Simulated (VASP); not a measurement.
# Cs3Ca4GeF12 (a cell with a defect) in VASP: single point with PBEsol

Aim: the single point of Cs3Ca4GeF12 (a cell with a defect) with PBEsol.

Program: VASP 6.6.1. These are calculated values, not measurements. Logs are shortened: lines on timing, memory, paths and dates and some standing lists are left out, and cuts for length are marked.

### Step 1. The cell of the first run

The cell holds a defect, 40 atoms: a = 8.989 Å, b = 8.989 Å, c = 8.989 Å, α = 90.00°, β = 90.00°, γ = 90.00°.

### Step 2. Single point, PBEsol

INCAR reads:

```
SYSTEM = Cs3Ca4GeF12
PREC = Accurate
ENCUT = 520
EDIFF = 1E-6
ISMEAR = -1
SIGMA = 0.05
LREAL = Auto
LASPH = .True.
NELM = 60
ALGO = Normal
ISIF = 2
LWAVE = .False.
LCHARG = .False.
GGA = PS
NBANDS = 191
ISYM = 0
```

KPOINTS reads:

```
Automatic mesh
0
Gamma
  1 1 1
  0.25 0.25 0.25
```

POSCAR reads:

```
Cs3Ca4GeF12
1.0
    8.9888280000      0.0000000000      0.0000000000
    0.0000000000      8.9888280000      0.0000000000
    0.0000000000      0.0000000000      8.9888280000
Ge Cs Ca F
2 6 8 24
Direct
    0.9405740000      0.0606010000      0.9382650000
    0.4642160000      0.5619170000      0.4696450000
    0.0122290000      0.9974020000      0.4856420000
    0.9971190000      0.5159460000      0.9972610000
    0.0108760000      0.5037290000      0.4919530000
    0.4856190000      0.9986970000      0.0134690000
    0.4986150000      0.9944650000      0.4979550000
    0.4922230000      0.5038500000      0.0100670000
    0.2560620000      0.2603920000      0.2560250000
    0.2555650000      0.2492800000      0.7525830000
    0.2457020000      0.7453430000      0.2459170000
    0.2519850000      0.7525050000      0.7566950000
    0.7532880000      0.2484210000      0.2554020000
    0.7339590000      0.2635040000      0.7337240000
    0.7554800000      0.7509740000      0.2525300000
    0.7381190000      0.7361410000      0.7391190000
    0.2475710000      0.2456150000      0.0001590000
    0.2213300000      0.2406540000      0.5076200000
    0.2646320000      0.7478280000      0.0026060000
    0.2825040000      0.7251620000      0.5023480000
    0.7906380000      0.2092360000      0.9913060000
    0.7657990000      0.2325550000      0.5009420000
    0.7399410000      0.7470890000      0.9995880000
    0.7738780000      0.7940660000      0.5004270000
    0.0007380000      0.2437900000      0.2459550000
    0.9915450000      0.2117660000      0.7904720000
    0.0019620000      0.7478570000      0.2630540000
    0.9988500000      0.7462070000      0.7420080000
    0.5079040000      0.2435820000      0.2225330000
    0.5009820000      0.2313970000      0.7635080000
    0.5012510000      0.7206420000      0.2856070000
    0.5000000000      0.7979890000      0.7737250000
    0.2696330000      0.9955310000      0.2689810000
    0.2365650000      0.0008000000      0.7420630000
    0.2112920000      0.5017630000      0.2101080000
    0.2440800000      0.4987240000      0.7552680000
    0.7384740000      0.9997030000      0.2404700000
    0.7930340000      0.0071940000      0.7907200000
    0.7576770000      0.4975660000      0.2428600000
    0.7695400000      0.4930990000      0.7724830000
```

Potentials or basis: VASP PAW PBE potentials, release 64 (Ge_d, Cs_sv, Ca_sv, F).

Started as:

```console
cat potpaw_PBE.64/Ge_d/POTCAR potpaw_PBE.64/Cs_sv/POTCAR potpaw_PBE.64/Ca_sv/POTCAR potpaw_PBE.64/F/POTCAR > POTCAR
mpirun -np 1 vasp_std > vasp.out
```

OUTCAR:

```text
SYSTEM = Cs3Ca4GeF12
   PREC = Accurate
   ENCUT = 520
   EDIFF = 1E-6
   ISMEAR = -1
   LREAL = Auto
   LASPH = .True.
   NELM = 60
   ISIF = 2
   GGA = PS
   ISYM = 0

 ion  position               nearest neighbor table
   1  0.941  0.061  0.938-  38 1.94  26 1.95  21 1.96
   2  0.464  0.562  0.470-  31 2.21  20 2.22
   3  0.012  0.997  0.486-
   4  0.997  0.516  0.997-
   5  0.011  0.504  0.492-
   6  0.486  0.999  0.013-
   7  0.499  0.994  0.498-
   8  0.492  0.504  0.010-
   9  0.256  0.260  0.256-  35 2.24  29 2.29  18 2.29  25 2.30  17 2.31  33 2.39
  10  0.256  0.249  0.753-  30 2.21  18 2.22  17 2.23  34 2.24  36 2.24  26 2.42
  11  0.246  0.745  0.246-  19 2.19  27 2.20  35 2.23  33 2.27  31 2.34  20 2.34
  12  0.252  0.753  0.757-  19 2.21  34 2.24  32 2.27  28 2.28  36 2.28  20 2.32
  13  0.753  0.248  0.255-  22 2.21  29 2.23  25 2.23  39 2.24  37 2.24  21 2.42
  14  0.734  0.264  0.734-  40 2.12  22 2.13  30 2.13  26 2.42  38 2.42  21 2.42
  15  0.755  0.751  0.253-  27 2.22  37 2.24  24 2.27  23 2.28  39 2.28  31 2.32
  16  0.738  0.736  0.739-  40 2.22  24 2.23  32 2.23  23 2.34  28 2.35  38 2.53
  17  0.248  0.246  0.000-  10 2.23   9 2.31
[... 9 lines left out ...]
  27  0.002  0.748  0.263-  11 2.20  15 2.22
  28  0.999  0.746  0.742-  12 2.28  16 2.35
  29  0.508  0.244  0.223-  13 2.23   9 2.29
  30  0.501  0.231  0.764-  14 2.13  10 2.21
  31  0.501  0.721  0.286-   2 2.21  15 2.32  11 2.34
  32  0.500  0.798  0.774-  16 2.23  12 2.27
  33  0.270  0.996  0.269-  11 2.27   9 2.39
  34  0.237  0.001  0.742-  12 2.24  10 2.24
  35  0.211  0.502  0.210-  11 2.23   9 2.24
  36  0.244  0.499  0.755-  10 2.24  12 2.28
  37  0.738  1.000  0.240-  15 2.24  13 2.24
  38  0.793  0.007  0.791-   1 1.94  14 2.42  16 2.53
  39  0.758  0.498  0.243-  13 2.24  15 2.28
  40  0.770  0.493  0.772-  14 2.12  16 2.22

IMPORTANT INFORMATION: All symmetrisations will be switched off!
NOSYMM: (Re-)initialisation of all symmetry stuff for point group C_1.

----------------------------------------------------------------------------------------

                                     Primitive cell

  volume of cell :     726.2886

  direct lattice vectors                    reciprocal lattice vectors
     8.988828000  0.000000000  0.000000000     0.111249208  0.000000000  0.000000000
     0.000000000  8.988828000  0.000000000     0.000000000  0.111249208  0.000000000
     0.000000000  0.000000000  8.988828000     0.000000000  0.000000000  0.111249208

  length of vectors
     8.988828000  8.988828000  8.988828000     0.111249208  0.111249208  0.111249208

[... 141 lines left out ...]
   ISIF   =      2    stress and relaxation
   ISYM   =      0    0-nonsym 1-usesym 2-fastsym
   POTIM  = 0.5000    time-step for ionic-motion
   TEBEG  =    0.0;   TEEND  =   0.0 temperature during run
   PSTRESS=    0.0 pullay stress
   NELECT =     330.0000    total number of electrons
   NUPDOWN=      -1.0000    fix difference up-down
   EMIN   =  10.00;   EMAX   =-10.00  energy-range for DOS
   EFERMI =   0.00;   METHOD = LEGACY
   ISMEAR =    -1;   SIGMA  =   0.05  broadening in eV -4-tet -1-fermi 0-gaus
   EFERMI_NEDOS =   21; number of points for ismear=-14 and -15
   IALGO  =     38    algorithm
   IMIX   =      4    mixing-type and parameters
     AMIX     =   0.40;   BMIX     =  1.00
     AMIX_MAG =   1.60;   BMIX_MAG =  1.00
  volume/ion in A,a.u.               =      18.16       122.53
  Fermi-wavevector in a.u.,A,eV,Ry     =   1.258567  2.378347 21.551511  1.583991
  Thomas-Fermi vector in A             =   2.392170
   LORBIT       =      0    0 simple, 1 ext, 2 COOP (PROOUT), +10 PAW based schemes
   GGA     = PS    functional components
   LHFCALC =     F    Hartree Fock is set to
   AEXX    =    0.0000 exact exchange contribution
   IVDW    =     0    specifies the selected vdW correction
   LEPSILON=     F    determine dielectric tensor
   LRPA    =     F    only Hartree local field effects (RPA)
 non-spin polarized calculation
  energy-cutoff  :      520.00
  volume of cell :      726.29
 maximum number of plane-waves:     19552
 NGX is ok and might be reduce to    70
   NGX = 33   NGY = 33   NGZ = 33

 number of electron     330.0000034 magnetization

 Free energy of the ion-electron system (eV)
  ---------------------------------------------------
  ext. energy  EPLUGINS =         0.00000000
  ---------------------------------------------------
  free energy    TOTEN  =      -208.12292362 eV

  energy without entropy =     -208.12021145  energy(sigma->0) =     -208.12156753

 E-fermi :   3.9445     XC(G=0):  -9.2941

 val. band max:        3.6355101962   @ k =  -0.2500   0.2500   0.2500
 cond. band min:       4.2667166181   @ k =  -0.2500   0.2500   0.2500
 fundamental gap:      0.6312064219
 Fermi energy:         3.9445426628

 k-point     1 :       0.2500    0.2500    0.2500
  band No.  band energies     occupation
      1     -38.1162      2.00000
      2     -37.3966      2.00000
      3     -37.3938      2.00000
      4     -37.3645      2.00000
      5     -37.3346      2.00000
      6     -37.2654      2.00000
[... 709 lines left out ...]
    176       6.8839      0.00000
    177       6.8897      0.00000
 [bands above 177 left out]

------------------------ aborting loop because EDIFF is reached ----------------------------------------

  FORCE on cell =-STRESS in cart. coord.  units (eV):
  Direction    XX          YY          ZZ          XY          YZ          ZX
  --------------------------------------------------------------------------------------
  -------------------------------------------------------------------------------------
  Total        0.8396552      0.1718520      1.0902483      0.4549397      0.4950425      0.7309440
  in kB        1.8522617      0.3791019      2.4050649      1.0035874      1.0920535      1.6124471
  external PRESSURE =       1.5454761 kB  Pullay stress =       0.0000000 kB

 VOLUME and BASIS-vectors are now :
 -----------------------------------------------------------------------------
  energy-cutoff  :      520.00
  volume of cell :      726.29
      direct lattice vectors                 reciprocal lattice vectors
     8.988828000  0.000000000  0.000000000     0.111249208  0.000000000  0.000000000
     0.000000000  8.988828000  0.000000000     0.000000000  0.111249208  0.000000000
     0.000000000  0.000000000  8.988828000     0.000000000  0.000000000  0.111249208

 POSITION                                       TOTAL-FORCE (eV/Angst)
 -----------------------------------------------------------------------------------
      8.45466      0.54473      8.43390         0.065453     -0.085641      0.060152
      4.17276      5.05098      4.22156        -0.007444     -0.018284      0.005418
      0.10992      8.96548      4.36535         0.016851      0.001364     -0.003715
      8.96293      4.63775      8.96421        -0.009899      0.009905     -0.014499
      0.09776      4.52793      4.42208        -0.006852      0.004234      0.003823
      4.36515      8.97712      0.12107         0.002136      0.003369     -0.002080
[... 32 lines left out ...]
      6.81063      4.47254      2.18303        -0.008503     -0.003791     -0.012580
      6.91726      4.43238      6.94372         0.016940      0.016235      0.010715
 -----------------------------------------------------------------------------------
    total drift:                                0.004144     -0.003978      0.008658

  FREE ENERGIE OF THE ION-ELECTRON SYSTEM (eV)
  ---------------------------------------------------
  free  energy   TOTEN  =      -208.1229236201 eV

  energy  without entropy=     -208.1202114476  energy(sigma->0) =     -208.12156753
```

stdout:

```text
POSCAR found type information on POSCAR GeCsCaF
 POSCAR found :  4 types and      40 ions
 scaLAPACK will be used
 -----------------------------------------------------------------------------
|                                                                             |
|                                                                             |
|     You enforced a specific xc type in the INCAR file but a different       |
|     I HOPE YOU KNOW WHAT YOU ARE DOING!                                     |
|                                                                             |
 -----------------------------------------------------------------------------

 LDA part: xc-table for (Slater+PW92), standard interpolation
 POSCAR, INCAR and KPOINTS ok, starting setup
 FFT: planning ... GRIDC
 FFT: planning ... GRID_SOFT
 FFT: planning ... GRID
 WAVECAR not read
 entering main loop
```

Wall time 19 min (1 thread of AMD EPYC 7R13 (Zen 3), shared host); peak memory 0.88 GiB.

What came out:

```yaml
Free_energy: -208.1229 eV
Pressure: 0.2 GPa
Largest_force: 0.123 eV/Å
Band_gap_on_the_k_mesh: 0.63 eV
```

Forces in eV/Å, atoms in the order of the input:
```
Ge   0.065 -0.086  0.060
Ge  -0.007 -0.018  0.005
Cs   0.017  0.001 -0.004
Cs  -0.010  0.010 -0.014
Cs  -0.007  0.004  0.004
Cs   0.002  0.003 -0.002
Cs  -0.007  0.017  0.007
Cs   0.000 -0.002 -0.005
Ca   0.003 -0.011  0.010
Ca  -0.004  0.003 -0.011
Ca   0.022 -0.008  0.038
Ca   0.002 -0.008 -0.026
Ca  -0.006  0.006 -0.013
Ca   0.002 -0.018  0.014
Ca  -0.014 -0.009  0.000
Ca  -0.017 -0.003 -0.012
F   -0.006 -0.004  0.017
F    0.012  0.002 -0.001
F    0.008  0.002 -0.005
F    0.011  0.008  0.008
F   -0.028  0.038  0.017
F    0.008 -0.015 -0.024
F    0.004  0.001 -0.004
F   -0.013  0.015 -0.001
F    0.012  0.001 -0.001
F    0.014  0.037 -0.024
F   -0.004 -0.001  0.011
F   -0.008  0.007  0.003
F    0.002 -0.003  0.011
F   -0.021 -0.017  0.014
F    0.012  0.026 -0.006
F    0.003  0.019 -0.011
F   -0.006  0.020 -0.010
F   -0.022  0.000  0.012
F   -0.002 -0.012 -0.001
F   -0.008 -0.004 -0.006
F    0.011  0.001 -0.014
F   -0.028 -0.018 -0.035
F   -0.009 -0.004 -0.013
F    0.017  0.016  0.011
```

Stress tensor (GPa, compression positive):
```
0.19 0.10 0.16
0.10 0.04 0.11
0.16 0.11 0.24
```

Caveat: semilocal functionals underestimate gaps, and a narrow one can read as zero; the PAW data sets were made with another functional, which shifts forces and pressure a little; spin-orbit coupling is left out, which moves the levels of the heavy elements.
